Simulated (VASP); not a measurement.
# PbC (Pm-3m) in VASP: further runs

PbC is run at these levels: PBE; tasks: vibrations by perturbation theory.

Everything below comes from runs of VASP 6.6.1. Logs are shortened: lines on timing, memory, paths and dates and some standing lists are left out, and cuts for length are marked.

### Step 1. The cell of the first run

It takes space group Pm-3m (No. 221, cubic). Conventional cell: a = 3.200 Å, b = 3.200 Å, c = 3.200 Å, α = 90.00°, β = 90.00°, γ = 90.00°. C (site symmetry m-3m) has 8 Pb at 2.77 Å and 6 C at 3.20 Å within 3.7 Å. Within 3.7 Å of Pb (site symmetry m-3m) lie 8 C at 2.77 Å and 6 Pb at 3.20 Å.

### Step 2. Vibrations by perturbation theory, PBE

INCAR

```
SYSTEM = PbC
ALGO     = Normal         ! electronic algorithm
EDIFF    = 1E-8           ! SCF threshold, eV
ENCUT    = 520            ! plane-wave cutoff, eV
GGA      = PE             ! functional
IBRION   = 8              ! ionic algorithm
ISIF     = 2              ! what is computed and relaxed
ISMEAR   = -1             ! smearing method
LASPH    = .TRUE.         ! aspherical terms in the spheres
LCHARG   = .TRUE.         ! write CHGCAR
LREAL    = .FALSE.        ! projectors in reciprocal space
LWAVE    = .FALSE.        ! write WAVECAR
NBANDS   = 16             ! bands
NELM     = 80             ! most SCF steps
NSW      = 1              ! ionic steps
PREC     = Accurate       ! precision mode
SIGMA    = 0.15           ! smearing width, eV
```

KPOINTS

```
k-points
0
G
  14 14 14
  0 0 0
```

POSCAR

```
PbC
1.0
    3.2004000000      0.0000000000      0.0000000000
    0.0000000000      3.2004000000      0.0000000000
    0.0000000000      0.0000000000      3.2004000000
C Pb
1 1
Direct
    0.0000000000      0.0000000000      0.0000000000
    0.5000000000      0.5000000000      0.5000000000
```

Potentials or basis: VASP PAW PBE potentials, release 64 (C, Pb_d).

Command:

```console
cat potpaw_PBE.64/C/POTCAR potpaw_PBE.64/Pb_d/POTCAR > POTCAR
mpirun -np 1 vasp_std > vasp.out
```

OUTCAR:

```text
SYSTEM = PbC
   EDIFF = 1E-8
   ENCUT = 520
   GGA = PE
   IBRION = 8
   ISIF = 2
   ISMEAR = -1
   LASPH = .TRUE.
   LREAL = .FALSE.
   NELM = 80
   NSW = 1
   PREC = Accurate

 ion  position               nearest neighbor table
   1  0.000  0.000  0.000-   2 2.77   2 2.77   2 2.77   2 2.77   2 2.77   2 2.77   2 2.77   2 2.77

   2  0.500  0.500  0.500-   1 2.77   1 2.77   1 2.77   1 2.77   1 2.77   1 2.77   1 2.77   1 2.77

  LATTYP: Found a simple cubic cell.
 ALAT       =     3.2004000000

  Lattice vectors:

 A1 = (   3.2004000000,   0.0000000000,   0.0000000000)
 A2 = (   0.0000000000,   3.2004000000,   0.0000000000)
 A3 = (   0.0000000000,   0.0000000000,   3.2004000000)

Analysis of symmetry for initial positions (statically):
=====================================================================
 Subroutine PRICEL returns:
 Original cell was already a primitive cell.

 Routine SETGRP: Setting up the symmetry group for a
 simple cubic supercell.

 Subroutine GETGRP returns: Found 48 space group operations
 (whereof 48 operations were pure point group operations)
 out of a pool of 48 trial point group operations.

The static configuration has the point symmetry O_h .

Analysis of symmetry for dynamics (positions and initial velocities):
=====================================================================
 Subroutine PRICEL returns:
 Original cell was already a primitive cell.

 Routine SETGRP: Setting up the symmetry group for a
 simple cubic supercell.

 Subroutine GETGRP returns: Found 48 space group operations
 (whereof 48 operations were pure point group operations)
 out of a pool of 48 trial point group operations.

The dynamic configuration has the point symmetry O_h .

 Subroutine INISYM returns: Found 48 space group operations
 (whereof 48 operations are pure point group operations),
 and found     1 'primitive' translations

----------------------------------------------------------------------------------------

                                     Primitive cell

  volume of cell :      32.7803

  direct lattice vectors                    reciprocal lattice vectors
     3.200400000  0.000000000  0.000000000     0.312460942  0.000000000  0.000000000
     0.000000000  3.200400000  0.000000000     0.000000000  0.312460942  0.000000000
     0.000000000  0.000000000  3.200400000     0.000000000  0.000000000  0.312460942

  length of vectors
     3.200400000  3.200400000  3.200400000     0.312460942  0.312460942  0.312460942

  position of ions in fractional coordinates (direct lattice)
     0.000000000  0.000000000  0.000000000
     0.500000000  0.500000000  0.500000000

  ion indices of the primitive-cell ions
   primitive index   ion index
                 1           1
                 2           2

----------------------------------------------------------------------------------------

 KPOINTS: k-points

Automatic generation of k-mesh.
 Grid dimensions read from file:
 generate k-points for:   14   14   14

 Generating k-lattice:

  Cartesian coordinates                     Fractional coordinates (reciprocal lattice)
     0.022318639  0.000000000  0.000000000     0.071428571  0.000000000  0.000000000
     0.000000000  0.022318639  0.000000000     0.000000000  0.071428571  0.000000000
     0.000000000  0.000000000  0.022318639     0.000000000  0.000000000  0.071428571

  Length of vectors
     0.022318639  0.022318639  0.022318639
[... 76 lines left out ...]
  Fermi-wavevector in a.u.,A,eV,Ry     =   1.340586  2.533341 24.452000  1.797171
  Thomas-Fermi vector in A             =   2.468887
   LORBIT       =      0    0 simple, 1 ext, 2 COOP (PROOUT), +10 PAW based schemes
   GGA     = PE    functional components
   LHFCALC =     F    Hartree Fock is set to
   AEXX    =    0.0000 exact exchange contribution
   IVDW    =     0    specifies the selected vdW correction
   LEPSILON=     F    determine dielectric tensor
   LRPA    =     F    only Hartree local field effects (RPA)
 non-spin polarized calculation
  energy-cutoff  :      520.00
  volume of cell :       32.78
 maximum number of plane-waves:       912
 NGX is ok and might be reduce to    24
   NGX = 11   NGY = 11   NGZ = 11

--------------------------------------- Ionic step        1  -------------------------------------------

 number of electron      18.0000008 magnetization

 Free energy of the ion-electron system (eV)
  ---------------------------------------------------
  ext. energy  EPLUGINS =         0.00000000
  ---------------------------------------------------
  free energy    TOTEN  =        -8.22024837 eV

  energy without entropy =       -8.11841020  energy(sigma->0) =       -8.16932928

 E-fermi :   8.2374     XC(G=0): -11.4535

 val. band max:        8.2267459104   @ k =   0.4286   0.2143   0.1429
 cond. band min:       8.2511393980   @ k =   0.4286   0.0714   0.0000
 fundamental gap:      0.0243934875
 Fermi energy:         8.2373612020

 k-point     1 :       0.0000    0.0000    0.0000
  band No.  band energies     occupation
      1      -8.8790      2.00000
      2      -8.8790      2.00000
      3      -8.2229      2.00000
      4      -8.2229      2.00000
      5      -8.2229      2.00000
      6      -5.6240      2.00000
[... 433 lines left out ...]
      3      -8.4030      2.00000
      4      -8.3699      2.00000
      5      -8.2788      2.00000
      6      -3.0351      2.00000
[... 8 lines left out ...]
     15      22.5820      0.00000
     16      23.9747      0.00000

 [... further k-points ...]

------------------------ aborting loop because EDIFF is reached ----------------------------------------

  FORCE on cell =-STRESS in cart. coord.  units (eV):
  Direction    XX          YY          ZZ          XY          YZ          ZX
  --------------------------------------------------------------------------------------
  -------------------------------------------------------------------------------------
  Total        1.2801408      1.2801408      1.2801408     -0.0000000     -0.0000000      0.0000000
  in kB       62.5684716     62.5684716     62.5684716     -0.0000000     -0.0000000      0.0000000
  external PRESSURE =      62.5684716 kB  Pullay stress =       0.0000000 kB

 VOLUME and BASIS-vectors are now :
 -----------------------------------------------------------------------------
  energy-cutoff  :      520.00
  volume of cell :       32.78
      direct lattice vectors                 reciprocal lattice vectors
     3.200400000  0.000000000  0.000000000     0.312460942  0.000000000  0.000000000
     0.000000000  3.200400000  0.000000000     0.000000000  0.312460942  0.000000000
     0.000000000  0.000000000  3.200400000     0.000000000  0.000000000  0.312460942

 POSITION                                       TOTAL-FORCE (eV/Angst)
 -----------------------------------------------------------------------------------
      0.00000      0.00000      0.00000         0.000000      0.000000      0.000000
      1.60020      1.60020      1.60020         0.000000      0.000000      0.000000
 -----------------------------------------------------------------------------------
    total drift:                                0.000000     -0.000000     -0.000000

  FREE ENERGIE OF THE ION-ELECTRON SYSTEM (eV)
  ---------------------------------------------------
  free  energy   TOTEN  =        -8.2202483684 eV

  energy  without entropy=       -8.1184101977  energy(sigma->0) =       -8.16932928

[... ionic steps 2 to 3 ...]

--------------------------------------- Ionic step        4  -------------------------------------------

------------------------ aborting loop because EDIFF is reached ----------------------------------------

[... ionic steps 5 to 6 ...]

--------------------------------------- Ionic step        7  -------------------------------------------

 Free energy of the ion-electron system (eV)
  ---------------------------------------------------
  ---------------------------------------------------
  free energy    TOTEN  =        -0.32263278 eV

  energy without entropy =       -0.32263279

------------------------ aborting loop because EDIFF is reached ----------------------------------------

 INTERNAL STRAIN TENSOR  FOR ION    2  DIRECTION 1   (eV/Angst):
 -----------------------------------------------------------------------------
     0.01225  0.00000  0.00000
     0.00000 -0.00376  0.00000
    -0.00000  0.00000 -0.00376

 INTERNAL STRAIN TENSOR FOR ION    2 for displacements in x,y,z  (eV/Angst):
          X           Y           Z          XY          YZ          ZX
  --------------------------------------------------------------------------------
  x     0.00000     0.00000     0.00000     0.00000     0.00000     0.00000
  y     0.00000     0.00000     0.00000     0.00000     0.00000     0.00000
  z     0.00000     0.00000     0.00000     0.00000     0.00000     0.00000

 SECOND DERIVATIVES (NOT SYMMETRIZED)
 ------------------------------------
               1X          1Y          1Z          2X          2Y          2Z
  1X     0.019456    0.000000   -0.000000   -0.019456   -0.000000    0.000000
  1Y     0.000000    0.019456    0.000000   -0.000000   -0.019456   -0.000000
  1Z     0.000000    0.000000    0.019456   -0.000000   -0.000000   -0.019456
  2X    -0.017379   -0.000000    0.000000    0.017379    0.000000   -0.000000
  2Y    -0.000000   -0.017379    0.000000    0.000000    0.017379   -0.000000
  2Z     0.000000    0.000000   -0.017379   -0.000000   -0.000000    0.017379

 Eigenvectors and eigenvalues of the dynamical matrix
 ----------------------------------------------------

   1 f  =    0.007883 THz     0.049530 2PiTHz    0.262947 cm-1     0.032601 meV
             X         Y         Z           dx          dy          dz
      0.000000  0.000000  0.000000     0.000000   -0.149428    0.164430
      1.600200  1.600200  1.600200    -0.000000   -0.655730    0.721562
[... 21 lines left out ...]
   6 f/i=    0.645325 THz     4.054695 2PiTHz   21.525719 cm-1     2.668848 meV
             X         Y         Z           dx          dy          dz
      0.000000  0.000000  0.000000     0.000000    0.975005   -0.000000
      1.600200  1.600200  1.600200    -0.000000   -0.222184    0.000000

--------------------------------------------------------------------------------------------------------

 ELASTIC MODULI CONTR FROM IONIC RELAXATION (kBar)
 Direction    XX          YY          ZZ          XY          YZ          ZX
 --------------------------------------------------------------------------------
 XX           0.0000      0.0000      0.0000      0.0000      0.0000      0.0000
 YY           0.0000      0.0000      0.0000      0.0000      0.0000      0.0000
 ZZ           0.0000      0.0000      0.0000      0.0000      0.0000      0.0000
 XY           0.0000      0.0000      0.0000      0.0000      0.0000      0.0000
 YZ           0.0000      0.0000      0.0000      0.0000      0.0000      0.0000
 ZX           0.0000      0.0000      0.0000      0.0000      0.0000      0.0000
 --------------------------------------------------------------------------------
```

Wall time 1.7 min (1 thread of Intel Xeon 6975P-C (Granite Rapids), shared host); peak memory 0.4 GiB.

Results:

- Highest phonon frequency at Γ: 0 cm⁻¹
- Most unstable mode: 22i cm⁻¹

Phonon frequencies in cm⁻¹ (negative: imaginary):
```
              q point        frequencies
(0.000, 0.000, 0.000)  -22 -22 -22 0 0 0
```

Caveat: the cell stands under pressure or tension, which shifts response properties; some modes are imaginary; spin-orbit coupling is left out, which moves the levels of the heavy elements.

### Step 3. Vibrations by perturbation theory, PBE

This run uses another cell than the first one, of 17.44 Å³/atom.

INCAR

```
  ALGO = Normal
  EDIFF = 1E-8
  ENCUT = 520
  GGA = PE
  IBRION = 8
  ISIF = 2
  ISMEAR = -1
  LASPH = True
  LCHARG = False
  LREAL = False
  LWAVE = False
  NELM = 60
  NSW = 1
  PREC = Accurate
  SIGMA = 0.15
```

KPOINTS

```
k-points
0
Gamma
  14 14 14
```

POSCAR

```
PbC
1.0
    3.2671000000      0.0000000000      0.0000000000
    0.0000000000      3.2671000000      0.0000000000
    0.0000000000      0.0000000000      3.2671000000
C Pb
1 1
Direct
    0.0000000000      0.0000000000      0.0000000000
    0.5000000000      0.5000000000      0.5000000000
```

Potentials or basis: VASP PAW PBE potentials, release 64 (C, Pb_d).

Command:

```console
cat potpaw_PBE.64/C/POTCAR potpaw_PBE.64/Pb_d/POTCAR > POTCAR
mpirun -np 1 vasp_std > vasp.out
```

OUTCAR:

```text
EDIFF = 1E-8
   ENCUT = 520
   GGA = PE
   IBRION = 8
   ISIF = 2
   ISMEAR = -1
   LASPH = True
   LREAL = False
   NELM = 60
   NSW = 1
   PREC = Accurate

 ion  position               nearest neighbor table
   1  0.000  0.000  0.000-   2 2.83   2 2.83   2 2.83   2 2.83   2 2.83   2 2.83   2 2.83   2 2.83

   2  0.500  0.500  0.500-   1 2.83   1 2.83   1 2.83   1 2.83   1 2.83   1 2.83   1 2.83   1 2.83

  LATTYP: Found a simple cubic cell.
 ALAT       =     3.2671000000

  Lattice vectors:

 A1 = (   3.2671000000,   0.0000000000,   0.0000000000)
 A2 = (   0.0000000000,   3.2671000000,   0.0000000000)
 A3 = (   0.0000000000,   0.0000000000,   3.2671000000)

Analysis of symmetry for initial positions (statically):
=====================================================================
 Subroutine PRICEL returns:
 Original cell was already a primitive cell.

 Routine SETGRP: Setting up the symmetry group for a
[... 612 lines left out ...]

 INTERNAL STRAIN TENSOR  FOR ION    2  DIRECTION 1   (eV/Angst):
 -----------------------------------------------------------------------------
     0.00130  0.00000 -0.00000
     0.00000 -0.00158 -0.00000
    -0.00000 -0.00000 -0.00158

 INTERNAL STRAIN TENSOR FOR ION    2 for displacements in x,y,z  (eV/Angst):
          X           Y           Z          XY          YZ          ZX
  --------------------------------------------------------------------------------
  x     0.00000     0.00000     0.00000     0.00000     0.00000     0.00000
  y     0.00000     0.00000     0.00000     0.00000     0.00000     0.00000
  z     0.00000     0.00000     0.00000     0.00000     0.00000     0.00000

 SECOND DERIVATIVES (NOT SYMMETRIZED)
 ------------------------------------
               1X          1Y          1Z          2X          2Y          2Z
  1X     0.387169   -0.000000    0.000000   -0.387169    0.000000   -0.000000
  1Y     0.000000    0.387169   -0.000000   -0.000000   -0.387169    0.000000
  1Z     0.000000    0.000000    0.387169   -0.000000   -0.000000   -0.387169
  2X    -0.397467   -0.000000   -0.000000    0.397467    0.000000    0.000000
  2Y    -0.000000   -0.397467   -0.000000    0.000000    0.397467    0.000000
  2Z     0.000000    0.000000   -0.397467   -0.000000   -0.000000    0.397467

 Eigenvectors and eigenvalues of the dynamical matrix
 ----------------------------------------------------

   1 f  =    0.008731 THz     0.054856 2PiTHz    0.291221 cm-1     0.036107 meV
             X         Y         Z           dx          dy          dz
      0.000000  0.000000  0.000000    -0.236495   -0.015615   -0.001403
      1.633550  1.633550  1.633550    -0.969379   -0.064005   -0.005750
[... 21 lines left out ...]
   6 f/i=    2.889124 THz    18.152901 2PiTHz   96.370799 cm-1    11.948451 meV
             X         Y         Z           dx          dy          dz
      0.000000  0.000000  0.000000    -0.000000   -0.000000    0.971506
      1.633550  1.633550  1.633550    -0.000000   -0.000000   -0.237014

--------------------------------------------------------------------------------------------------------

 ELASTIC MODULI CONTR FROM IONIC RELAXATION (kBar)
 Direction    XX          YY          ZZ          XY          YZ          ZX
 --------------------------------------------------------------------------------
 XX           0.0000      0.0000      0.0000      0.0000      0.0000      0.0000
 YY           0.0000      0.0000      0.0000      0.0000      0.0000      0.0000
 ZZ           0.0000      0.0000      0.0000      0.0000      0.0000      0.0000
 XY           0.0000      0.0000      0.0000      0.0000      0.0000      0.0000
 YZ           0.0000      0.0000      0.0000      0.0000      0.0000      0.0000
 ZX           0.0000      0.0000      0.0000      0.0000      0.0000      0.0000
 --------------------------------------------------------------------------------
```

stdout:

```text
POSCAR found type information on POSCAR C Pb
 POSCAR found :  2 types and       2 ions
 scaLAPACK will be used
 LDA part: xc-table for (Slater+PW92), standard interpolation
 POSCAR, INCAR and KPOINTS ok, starting setup
 FFT: planning ... GRIDC
 FFT: planning ... GRID_SOFT
 FFT: planning ... GRID
 WAVECAR not read
[... 19 lines left out ...]
|                                                                             |
 -----------------------------------------------------------------------------

 Linear response reoptimize wavefunctions to high precision
 Linear response DOF=           2
 Linear response progress:
 first order change of Fermi-energy  -0.66909E-03
 force on displaced ion       1 direction 1 :   0.387   0.000  -0.000
 Linear response progress:
 first order change of Fermi-energy   0.12545E-02
 force on displaced ion       2 direction 1 :   0.397  -0.000   0.000
 Linear response finished
```

It took 95 s on 1 thread of Intel Xeon 6975P-C (Granite Rapids), shared host; peak memory 0.38 GiB.

Results:

| Item | Value |
| --- | --- |
| Highest phonon frequency at Γ | 0 cm⁻¹ |
| Most unstable mode | 96i cm⁻¹ |

Phonon frequencies in cm⁻¹ (negative: imaginary):
```
              q point        frequencies
(0.000, 0.000, 0.000)  -96 -96 -96 0 0 0
```

Caveat: some modes are imaginary; spin-orbit coupling is left out, which moves the levels of the heavy elements.
